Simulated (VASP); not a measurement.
Write the native input for VASP 6.6.1 that does the following.

| Quantity | Value |
| --- | --- |
| Task | single point |
| Functional | PBE |
| Potentials or basis | VASP PAW PBE potentials, release 64 (Be, Cd) |
| Cutoff | 520 eV |
| k mesh | 14 × 14 × 1 |
| Occupations | gaussian, width 0.1 eV |
| Spin | no spin polarisation |
| Dipole correction | yes |
| Further INCAR settings | ALGO = Normal; EDIFF = 1e-07; NBANDS = 15 |

The structure of Be2Cd lies in POSCAR:

```
Be2Cd
1.0
    4.1021817579     -0.5887534639      0.0000000000
   -1.5276942114      3.8523598239      0.0000000000
    0.0000000000      0.0000000000     23.8000000000
Be Cd
2 1
Direct
    0.3335179182      0.6664820818      0.2941176471
    0.6664820818      0.3335179182      0.2941176471
    0.0000000000      0.0000000000      0.2941176471
```

The input as run:

INCAR

```
SYSTEM = Be2Cd
PREC     = Accurate       ! precision mode
ENCUT    = 520            ! plane-wave cutoff, eV
EDIFF    = 1E-7           ! SCF threshold, eV
ISMEAR   = 0              ! smearing method
SIGMA    = 0.1            ! smearing width, eV
LREAL    = .False.        ! projectors in reciprocal space
LASPH    = .True.         ! aspherical terms in the spheres
NELM     = 100            ! most SCF steps
ALGO     = Normal         ! electronic algorithm
ISIF     = 2              ! what is computed and relaxed
LWAVE    = .False.        ! write WAVECAR
LCHARG   = .False.        ! write CHGCAR
LDIPOL   = .True.       
IDIPOL   = 3            
DIPOL    = 0.5 0.5 0.294
GGA      = PE             ! functional
NBANDS   = 15             ! bands
```

KPOINTS

```
Automatic mesh
0
Gamma
  14 14 1
  0 0 0
```

Potentials or basis: VASP PAW PBE potentials, release 64 (Be, Cd).

Run with:

```console
$ cat potpaw_PBE.64/Be/POTCAR potpaw_PBE.64/Cd/POTCAR > POTCAR
$ mpirun -np 1 vasp_std > vasp.out
```

Results of the run:

| Item | Value |
| --- | --- |
| Largest force | 0.017 eV/Å |
| Band gap on the k mesh | zero (band 8 reaches -0.69 eV, above the bottom of band 9 at -3.74 eV) |

Run time: 6.4 min on 1 thread of Intel(R) Xeon(R) Platinum 8175M CPU @ 2.50GHz (Skylake/Cascade Lake), with other jobs on the host, peak memory 0.64 GiB.
